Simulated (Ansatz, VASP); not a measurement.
K in VASP and in Ansatz

```
K
1.0
     4.89838    0.00000    0.00000
    -2.44919    4.24212    0.00000
     0.00000    0.00000    7.98661
K
2
Direct
  0.33333 0.66667 0.25000
  0.66667 0.33333 0.75000
```

Alike in both runs: task single point; functional PBE; k mesh 13 × 13 × 7; occupations fermi-dirac, width 0.1 eV; no spin polarisation.

```csv
,VASP,Ansatz
version,VASP 6.6.1,Ansatz 0.2.0
potentials or method,"VASP PAW PBE potentials, release 64 (K_sv), cutoff 520 eV","plane waves (420 eV) with PAW, scalar-relativistic"
valence electrons in the cell,18,18
```

```csv
,VASP,Ansatz,Ansatz less VASP
pressure (GPa),-0.3,-0.3,+0.01
```
